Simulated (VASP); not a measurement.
Ge:

```
Ge
1.0
     0.00000    2.88598    2.88598
     2.88598    0.00000    2.88598
     2.88598    2.88598    0.00000
Ge
2
Direct
  0.50000 0.50000 0.50000
  0.75000 0.75000 0.75000
```

Base run:

| Property | Result |
| --- | --- |
| Program | VASP 6.6.1 |
| Functional | PBE |
| Potentials or basis | VASP PAW PBE potentials, release 64 (Ge_d) |
| Cutoff | 520 eV |
| k mesh | 10 × 10 × 10 |
| Occupations | gaussian, width 0.3 eV |
| Spin | no spin polarisation |

Its results: band gap on the k mesh zero (filled and empty bands touch); pressure -0.4 GPa.

Question: The run is repeated on the same cell with these changes: occupations from gaussian, width 0.3 eV to gaussian, width 1 eV. What comes out?

Answer: Band gap on the k mesh zero (filled and empty bands touch); pressure 0.1 GPa.

Caveats: so wide a smearing shifts energies and pressures; semilocal functionals underestimate gaps, so a narrow gap can read as zero.
